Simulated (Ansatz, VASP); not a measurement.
## ZrC4: VASP beside Ansatz

```xyz
5
Lattice="-2.6801 2.6801 1.7223 2.6801 -2.6801 1.7223 2.6801 2.6801 -1.7223" Properties=species:S:1:pos:R:3 pbc="T T T"
Zr    0.0000    0.0000    0.0000
C     2.0882    0.4109    1.7223
C    -0.4109    2.0882    1.7223
C     3.0910    0.5919    0.0000
C     0.5919    2.2692    0.0000
```

Change from the starting cell: species swapped into the LuAg4 type (I4/m, No. 87).

Alike in both runs: functional PBE; k mesh 6 × 6 × 6; occupations gaussian, width 0.1 eV; no spin polarisation.

Ansatz relaxed the structure, and its values are those at the end. VASP's run is a single point on that final structure, the one shown.

|  | VASP | Ansatz |
| --- | --- | --- |
| version | VASP 6.6.1 | Ansatz 0.2.0 |
| potentials or method | VASP PAW PBE potentials, release 64 (Zr_sv, C), cutoff 520 eV | scalar-relativistic, plane waves, PAW |
| valence electrons in the cell | 28 | 28 |

```tsv
	VASP	Ansatz	Ansatz less VASP
gap on the k mesh at the Fermi level (eV)	none	none	-
pressure (GPa)	0.4	0.0	-0.38
rms of the force components (eV/Å)	0.023	0.018	-0.0045
```

A gap of «none» marks a metal or a gap that the smearing closes.

The k mesh is coarse, so the values compare programs but aren't converged.
